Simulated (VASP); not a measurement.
# Ti (P6/mmm) in VASP: further runs, part 2 of 2

VASP 6.6.1. The steps go on from the part before.

## Step 3: Single point, PBE (biaxial strain in the a-b plane: +2.0 %)

INCAR reads:

```
SYSTEM = Ti
ALGO = Fast ; EDIFF = 1E-6
ENCUT = 520 ; GGA = PE
ISIF = 2 ; ISMEAR = 0
LASPH = .TRUE. ; LCHARG = .FALSE.
LREAL = .FALSE. ; LWAVE = .FALSE.
NBANDS = 25 ; NELM = 60
PREC = Accurate ; SIGMA = 0.1
```

KPOINTS reads:

```
k-points
0
G
  12 12 18
  0 0 0
```

POSCAR reads:

```
Ti
1.0
    4.6711270281      0.0000000000      0.0000000000
   -2.3355635141      4.0453146706      0.0000000000
    0.0000000000      0.0000000000      2.7981865744
Ti
3
Direct
    0.0000000000      0.0000000000      0.0000000000
    0.3333333333      0.6666666667      0.5000000000
    0.6666666667      0.3333333333      0.5000000000
```

Potentials or basis: VASP PAW PBE potentials, release 64 (Ti_sv).

On the command line:

```
cat potpaw_PBE.64/Ti_sv/POTCAR > POTCAR
mpirun -np 1 vasp_std > vasp.out
```

OUTCAR:

```text
SYSTEM = Ti
   EDIFF = 1E-6
   ENCUT = 520
   GGA = PE
   ISIF = 2
   ISMEAR = 0
   LASPH = .TRUE.
   LREAL = .FALSE.
   NELM = 60
   PREC = Accurate

 ion  position               nearest neighbor table
   1  0.000  0.000  0.000-
   2  0.333  0.667  0.500-   3 2.70   3 2.70   3 2.70
   3  0.667  0.333  0.500-   2 2.70   2 2.70   2 2.70

  LATTYP: Found a hexagonal cell.
 ALAT       =     4.6711270281
 C/A-ratio  =     0.5990388524

  Lattice vectors:

 A1 = (   4.6711270281,   0.0000000000,   0.0000000000)
 A2 = (  -2.3355635141,   4.0453146706,   0.0000000000)
 A3 = (   0.0000000000,   0.0000000000,   2.7981865744)

Analysis of symmetry for initial positions (statically):
=====================================================================
 Subroutine PRICEL returns:
 Original cell was already a primitive cell.

 Routine SETGRP: Setting up the symmetry group for a
 hexagonal supercell.

 Subroutine GETGRP returns: Found 24 space group operations
 (whereof 24 operations were pure point group operations)
 out of a pool of 24 trial point group operations.

The static configuration has the point symmetry D_6h.

Analysis of symmetry for dynamics (positions and initial velocities):
=====================================================================
 Subroutine PRICEL returns:
 Original cell was already a primitive cell.

 Routine SETGRP: Setting up the symmetry group for a
 hexagonal supercell.

 Subroutine GETGRP returns: Found 24 space group operations
 (whereof 24 operations were pure point group operations)
 out of a pool of 24 trial point group operations.

The dynamic configuration has the point symmetry D_6h.

 Subroutine INISYM returns: Found 24 space group operations
 (whereof 24 operations are pure point group operations),
 and found     1 'primitive' translations

----------------------------------------------------------------------------------------

                                     Primitive cell

  volume of cell :      52.8750

  direct lattice vectors                    reciprocal lattice vectors
     4.671127028  0.000000000  0.000000000     0.214081097  0.123599779  0.000000000
    -2.335563514  4.045314671  0.000000000     0.000000000  0.247199558  0.000000000
     0.000000000  0.000000000  2.798186574     0.000000000  0.000000000  0.357374311

  length of vectors
     4.671127028  4.671127028  2.798186574     0.247199558  0.247199558  0.357374311

  position of ions in fractional coordinates (direct lattice)
     0.000000000  0.000000000  0.000000000
     0.333333333  0.666666667  0.500000000
     0.666666667  0.333333333  0.500000000

  ion indices of the primitive-cell ions
   primitive index   ion index
                 1           1
                 2           2
                 3           3

----------------------------------------------------------------------------------------

 KPOINTS: k-points

Automatic generation of k-mesh.
 Grid dimensions read from file:
 generate k-points for:   12   12   18

 Generating k-lattice:

  Cartesian coordinates                     Fractional coordinates (reciprocal lattice)
     0.017840091  0.010299982  0.000000000     0.083333333  0.000000000  0.000000000
     0.000000000  0.020599963  0.000000000     0.000000000  0.083333333  0.000000000
     0.000000000  0.000000000  0.019854128     0.000000000  0.000000000  0.055555556

  Length of vectors
     0.020599963  0.020599963  0.019854128

  Shift w.r.t. Gamma in fractional coordinates (k-lattice)
     0.000000000  0.000000000  0.000000000

 Subroutine IBZKPT returns following result:
 ===========================================

 Found    190 irreducible k-points:

 Following reciprocal coordinates:
            Coordinates               Weight
  0.000000  0.000000  0.000000      1.000000
  0.083333  0.000000  0.000000      6.000000
  0.166667  0.000000  0.000000      6.000000
  0.250000  0.000000  0.000000      6.000000
  0.333333 -0.000000  0.000000      6.000000
  0.416667 -0.000000  0.000000      6.000000
[... 16 lines left out ...]
  0.250000  0.000000  0.055556     12.000000
  0.333333 -0.000000  0.055556     12.000000
 [... further k-points ...]
   k-points           NKPTS =    190   k-points in BZ     NKDIM =    190   number of bands    NBANDS=     25
   number of dos      NEDOS =    301   number of ions     NIONS =      3
   total plane-waves  NPLWV =  31104
   dimension x,y,z NGX =    36 NGY =   36 NGZ =   24
   dimension x,y,z NGXF=    72 NGYF=   72 NGZF=   48
   ions per type =               3
   NGX,Y,Z   is equivalent  to a cutoff of  12.81, 12.81, 14.26 a.u.
   NGXF,Y,Z  is equivalent  to a cutoff of  25.62, 25.62, 28.52 a.u.
 SYSTEM =  Ti
   PREC   = accura    normal or accurate (medium, high low for compatibility)
   ISTART =      0    job   : 0-new  1-cont  2-samecut
   ICHARG =      2    charge: 1-file 2-atom 10-const
   ISPIN  =      1    spin polarized calculation?
   LNONCOLLINEAR =      F non collinear calculations
   LSORBIT =      F    spin-orbit coupling
   LASPH  =      T    aspherical Exc in radial PAW
   ENCUT  =  520.0 eV  38.22 Ry    6.18 a.u.   8.69  8.69  5.20*2*pi/ulx,y,z
   NELM   =     60;   NELMIN=  2; NELMDL= -5     # of ELM steps
   EDIFF  = 0.1E-05   stopping-criterion for ELM
   LREAL  =      F    real-space projection
   EDIFFG = 0.1E-04   stopping-criterion for IOM
   NSW    =      0    number of steps for IOM
   IBRION =     -1    ionic relax: 0-MD 1-quasi-New 2-CG
   NFREE  =      0    steps in history (QN), initial steepest desc. (CG)
   ISIF   =      2    stress and relaxation
   ISYM   =      2    0-nonsym 1-usesym 2-fastsym
   POTIM  = 0.5000    time-step for ionic-motion
   TEBEG  =    0.0;   TEEND  =   0.0 temperature during run
   PSTRESS=    0.0 pullay stress
   NELECT =      36.0000    total number of electrons
   NUPDOWN=      -1.0000    fix difference up-down
   EMIN   =  10.00;   EMAX   =-10.00  energy-range for DOS
   EFERMI =   0.00;   METHOD = LEGACY
   ISMEAR =     0;   SIGMA  =   0.10  broadening in eV -4-tet -1-fermi 0-gaus
   EFERMI_NEDOS =   21; number of points for ismear=-14 and -15
   IALGO  =     68    algorithm
   IMIX   =      4    mixing-type and parameters
     AMIX     =   0.40;   BMIX     =  1.00
     AMIX_MAG =   1.60;   BMIX_MAG =  1.00
  volume/ion in A,a.u.               =      17.63       118.94
  Fermi-wavevector in a.u.,A,eV,Ry     =   1.440209  2.721600 28.221221  2.074201
  Thomas-Fermi vector in A             =   2.558978
   LORBIT       =      0    0 simple, 1 ext, 2 COOP (PROOUT), +10 PAW based schemes
   GGA     = PE    functional components
   LHFCALC =     F    Hartree Fock is set to
   AEXX    =    0.0000 exact exchange contribution
   IVDW    =     0    specifies the selected vdW correction
   LEPSILON=     F    determine dielectric tensor
   LRPA    =     F    only Hartree local field effects (RPA)
 non-spin polarized calculation
 RMM-DIIS sequential band-by-band and
 Gauss-broadening in eV      SIGMA  =   0.10
  energy-cutoff  :      520.00
  volume of cell :       52.88
 maximum number of plane-waves:      1450
 NGX is ok and might be reduce to    36
   NGX = 17   NGY = 17   NGZ = 11

 number of electron      35.9999992 magnetization

 Free energy of the ion-electron system (eV)
  ---------------------------------------------------
  ext. energy  EPLUGINS =         0.00000000
  ---------------------------------------------------
  free energy    TOTEN  =       -23.49567173 eV

  energy without entropy =      -23.48336923  energy(sigma->0) =      -23.48952048

 E-fermi :   8.0269     XC(G=0): -11.4296

 val. band max:        8.0241489018   @ k =   0.3333   0.3333   0.2778
 cond. band min:       8.0337493733   @ k =   0.3333   0.0833   0.1111
 fundamental gap:      0.0096004716
 Fermi energy:         8.0269488384

 k-point     1 :       0.0000    0.0000    0.0000
  band No.  band energies     occupation
      1     -48.8697      2.00000
      2     -48.6174      2.00000
      3     -48.4854      2.00000
      4     -25.1720      2.00000
      5     -25.1720      2.00000
      6     -25.0375      2.00000
[... 17 lines left out ...]
     24      10.0849      0.00000
     25      10.0949      0.00000

 k-point     2 :       0.0833    0.0000    0.0000
  band No.  band energies     occupation
      1     -48.8690      2.00000
      2     -48.6159      2.00000
      3     -48.4876      2.00000
      4     -25.1867      2.00000
      5     -25.1831      2.00000
      6     -25.0224      2.00000
[... 608 lines left out ...]
 k-point    24 :       0.3333   -0.0000    0.0556
  band No.  band energies     occupation
      1     -48.8606      2.00000
      2     -48.5933      2.00000
      3     -48.5138      2.00000
      4     -25.2700      2.00000
      5     -25.1819      2.00000
      6     -24.9308      2.00000
[... 17 lines left out ...]
     24      10.0157      0.00000
     25      10.7443      0.00000

 [... further k-points ...]
[... 5 lines left out ...]
  --------------------------------------------------------------------------------------
  -------------------------------------------------------------------------------------
  Total       -1.6309703     -1.6309703      0.2367512      0.0000000      0.0000000      0.0000000
  in kB      -49.4203689    -49.4203689      7.1738456      0.0000000      0.0000000      0.0000000
  external PRESSURE =     -30.5556307 kB  Pullay stress =       0.0000000 kB

 VOLUME and BASIS-vectors are now :
 -----------------------------------------------------------------------------
  energy-cutoff  :      520.00
  volume of cell :       52.88
      direct lattice vectors                 reciprocal lattice vectors
     4.671127028  0.000000000  0.000000000     0.214081097  0.123599779  0.000000000
    -2.335563514  4.045314671  0.000000000     0.000000000  0.247199558  0.000000000
     0.000000000  0.000000000  2.798186574     0.000000000  0.000000000  0.357374311

 POSITION                                       TOTAL-FORCE (eV/Angst)
 -----------------------------------------------------------------------------------
      0.00000      0.00000      0.00000        -0.000000      0.000000      0.000000
     -0.00000      2.69688      1.39909        -0.000000      0.000000      0.000000
      2.33556      1.34844      1.39909         0.000000      0.000000      0.000000
 -----------------------------------------------------------------------------------
    total drift:                                0.000000      0.000000     -0.000000

  FREE ENERGIE OF THE ION-ELECTRON SYSTEM (eV)
  ---------------------------------------------------
  free  energy   TOTEN  =       -23.4956717329 eV

  energy  without entropy=      -23.4833692299  energy(sigma->0) =      -23.48952048
```

OSZICAR:

```text
N       E                     dE             d eps       ncg     rms          rms(c)
DAV:   1     0.429702965729E+03    0.42970E+03   -0.18696E+04  9500   0.178E+03
DAV:   2     0.219955696503E+02   -0.40771E+03   -0.40099E+03  9580   0.515E+02
DAV:   3    -0.230993902527E+02   -0.45095E+02   -0.44019E+02 17581   0.147E+02
[... 38 lines left out ...]
RMM:  42    -0.234956698254E+02   -0.73246E-06   -0.14687E-05  7634   0.138E-02    0.615E-03
RMM:  43    -0.234956704501E+02   -0.62477E-06   -0.13536E-05  8117   0.133E-02    0.583E-03
RMM:  44    -0.234956709769E+02   -0.52675E-06   -0.11845E-05  7162   0.124E-02    0.646E-03
RMM:  45    -0.234956714008E+02   -0.42392E-06   -0.10898E-05  7006   0.119E-02    0.679E-03
RMM:  46    -0.234956717329E+02   -0.33214E-06   -0.98733E-06  7128   0.115E-02
   1 F= -.23495672E+02 E0= -.23489520E+02  d E =-.123025E-01
```

stdout:

```text
POSCAR found type information on POSCAR Ti
 POSCAR found :  1 types and       3 ions
 scaLAPACK will be used
 LDA part: xc-table for (Slater+PW92), standard interpolation
 POSCAR, INCAR and KPOINTS ok, starting setup
 FFT: planning ... GRIDC
 FFT: planning ... GRID_SOFT
 FFT: planning ... GRID
 WAVECAR not read
 entering main loop
WARNING in EDDRMM: call to ZHEGV failed, returncode =   6  3     17
WARNING in EDDRMM: call to ZHEGV failed, returncode =   8  4     13
WARNING in EDDRMM: call to ZHEGV failed, returncode =   6  3     10
WARNING in EDDRMM: call to ZHEGV failed, returncode =   6  3     16
WARNING in EDDRMM: call to ZHEGV failed, returncode =   8  4     17
WARNING in EDDRMM: call to ZHEGV failed, returncode =   6  3      6
WARNING in EDDRMM: call to ZHEGV failed, returncode =   8  4     19
WARNING in EDDRMM: call to ZHEGV failed, returncode =   6  3     11
WARNING in EDDRMM: call to ZHEGV failed, returncode =   8  4     10
WARNING in EDDRMM: call to ZHEGV failed, returncode =   6  3     25
WARNING in EDDRMM: call to ZHEGV failed, returncode =   6  3     19
WARNING in EDDRMM: call to ZHEGV failed, returncode =   6  3     23
WARNING in EDDRMM: call to ZHEGV failed, returncode =   8  4      6
WARNING in EDDRMM: call to ZHEGV failed, returncode =   6  3      6
WARNING in EDDRMM: call to ZHEGV failed, returncode =   8  4     23
WARNING in EDDRMM: call to ZHEGV failed, returncode =   6  3     23
WARNING in EDDRMM: call to ZHEGV failed, returncode =   8  4      9
WARNING in EDDRMM: call to ZHEGV failed, returncode =   8  4     11
WARNING in EDDRMM: call to ZHEGV failed, returncode =   6  3      6
WARNING in EDDRMM: call to ZHEGV failed, returncode =   6  3     13
```

It took 5.2 min on 1 thread of Intel Xeon 6975P-C (Granite Rapids), shared host; peak memory 0.31 GiB.

Results:

| Item | Value |
| --- | --- |
| Free energy | -23.4957 eV |
| Pressure | -3.1 GPa |
| Band gap on the k mesh | zero (bands 18 and 19 overlap by 0.29 eV) |

Stress tensor (GPa, compression positive):
```
-4.94  0.00  0.00
 0.00 -4.94  0.00
 0.00  0.00  0.72
```

Caveat: the cell differs from its parent crystal (biaxial strain in the a-b plane: +2.0 %); the cell stands under tension.

## Step 4: Single point, PBE (biaxial strain in the a-b plane: +3.0 %, then relaxed in part)

INCAR reads:

```
SYSTEM = Ti
ALGO     = Fast           ! electronic algorithm
EDIFF    = 1E-6           ! SCF threshold, eV
ENCUT    = 520            ! plane-wave cutoff, eV
GGA      = PE             ! functional
ISIF     = 2              ! what is computed and relaxed
ISMEAR   = 0              ! smearing method
LASPH    = .True.         ! aspherical terms in the spheres
LCHARG   = .False.        ! write CHGCAR
LREAL    = .False.        ! projectors in reciprocal space
LWAVE    = .False.        ! write WAVECAR
NBANDS   = 25             ! bands
NELM     = 100            ! most SCF steps
PREC     = Accurate       ! precision mode
SIGMA    = 0.1            ! smearing width, eV
```

KPOINTS reads:

```
k-points
0
Gamma
  12 12 18
  0 0 0
```

POSCAR reads:

```
Ti
1.0
    4.7169223911      0.0000000000      0.0000000000
   -2.3584611956      4.0849746184      0.0000000000
    0.0000000000      0.0000000000      2.7999467491
Ti
3
Direct
    0.0000000000      0.0000000000      0.0000000000
    0.3333333333      0.6666666667      0.5000000000
    0.6666666667      0.3333333333      0.5000000000
```

On the command line:

```
cat potpaw_PBE.64/Ti_sv/POTCAR > POTCAR
mpirun -np 1 vasp_std > vasp.out
```

Run time: 5.2 min. Hardware: 1 thread of Intel Xeon 6975P-C (Granite Rapids), shared host; peak memory 0.32 GiB.

It converged, with:

- Free energy: -23.4566 eV
- Pressure: -4.9 GPa
- Band gap on the k mesh: zero (bands 18 and 19 overlap by 0.30 eV)

Stress tensor (GPa, compression positive):
```
-7.29  0.00  0.00
 0.00 -7.29  0.00
 0.00  0.00 -0.24
```

Levels at points of the mesh, in eV from the Fermi level:
```tsv
k point	band 16	band 17	band 18	band 19	band 20	band 21
(0.00, 0.00, 0.00)	-0.70	-0.61	-0.61	-0.21	0.47	1.24
(0.50, 0.00, 0.00)	-0.40	-0.36	-0.31	0.04	0.36	0.83
(0.00, 0.00, 0.50)	-1.47	-1.44	-1.44	0.92	0.92	1.27
(0.50, 0.00, 0.50)	-1.03	-0.58	-0.37	0.38	0.89	0.96
```

Caveat: the cell differs from its parent crystal (biaxial strain in the a-b plane: +3.0 %, then relaxed in part); the cell stands under tension.

## Step 5: Single point, PBE (equal strain along all axes, cell held: -2.0 %)

INCAR reads:

```
SYSTEM = Ti
ALGO = Fast ; EDIFF = 1E-6
ENCUT = 520 ; GGA = PE
ISIF = 2 ; ISMEAR = 0
LASPH = .TRUE. ; LCHARG = .FALSE.
LREAL = .FALSE. ; LWAVE = .FALSE.
NBANDS = 25 ; NELM = 60
PREC = Accurate ; SIGMA = 0.1
```

KPOINTS reads:

```
k-points
0
G
  12 12 14
  0 0 0
```

POSCAR reads:

```
Ti
1.0
    4.4879455757      0.0000000000      0.0000000000
   -2.2439727879      3.8866748794      0.0000000000
    0.0000000000      0.0000000000      2.7755291933
Ti
3
Direct
    0.0000000000      0.0000000000      0.0000000000
    0.3333333333      0.6666666667      0.5000000000
    0.6666666667      0.3333333333      0.5000000000
```

On the command line:

```
cat potpaw_PBE.64/Ti_sv/POTCAR > POTCAR
mpirun -np 1 vasp_std > vasp.out
```

Wall time 4.3 min (1 thread of Intel Xeon 6975P-C (Granite Rapids), shared host); peak memory 0.27 GiB.

It converged, with:

```yaml
Free_energy: -23.4650 eV
Pressure: 7.0 GPa
Band_gap_on_the_k_mesh: zero (bands 18 and 19 overlap by 0.34 eV)
```

Stress tensor (GPa, compression positive):
```
6.81 0.00 0.00
0.00 6.81 0.00
0.00 0.00 7.26
```

Levels at points of the mesh, in eV from the Fermi level:
| k point | band 15 | band 16 | band 17 | band 18 | band 19 | band 20 | band 21 | band 22 |
| --- | --- | --- | --- | --- | --- | --- | --- | --- |
| (0.00, 0.00, 0.00) | -0.72 | -0.72 | -0.63 | -0.63 | -0.02 | 0.71 | 1.36 | 1.36 |
| (0.50, 0.00, 0.00) | -2.77 | -0.47 | -0.45 | -0.39 | 0.03 | 0.57 | 1.08 | 1.30 |
| (0.00, 0.00, 0.50) | -2.21 | -1.76 | -1.76 | -1.72 | 1.10 | 1.10 | 1.35 | 1.35 |
| (0.50, 0.00, 0.50) | -1.84 | -1.28 | -0.69 | -0.68 | 0.35 | 0.86 | 1.10 | 1.14 |

Caveat: the cell differs from its parent crystal (equal strain along all axes, cell held: -2.0 %); the cell stands under pressure.

## Step 6: Summary

```csv
cell,k mesh,gap on the mesh (eV),pressure (GPa)
"a = 4.625, b = 4.625, c = 2.815 Å, angles 90.0, 90.0, 120.0°, 3 atoms",12 × 12 × 18,none,-1.7
"a = 4.671, b = 4.671, c = 2.798 Å, angles 90.0, 90.0, 120.0°, 3 atoms",12 × 12 × 18,none,-3.1
"a = 4.717, b = 4.717, c = 2.800 Å, angles 90.0, 90.0, 120.0°, 3 atoms",12 × 12 × 18,none,-4.9
"a = 4.488, b = 4.488, c = 2.776 Å, angles 90.0, 90.0, 120.0°, 3 atoms",12 × 12 × 14,none,7.0
```

Alike in all rows: task single point; level PBE; potentials or basis VASP PAW PBE potentials, release 64 (Ti_sv); no spin polarisation; cutoff (eV) 520; smearing gaussian 0.1 eV.

Caveats: the cell stands under tension (at least some runs); the cell stands under pressure (at least some runs).

Absolute energies hang on the potentials; compare differences alone.
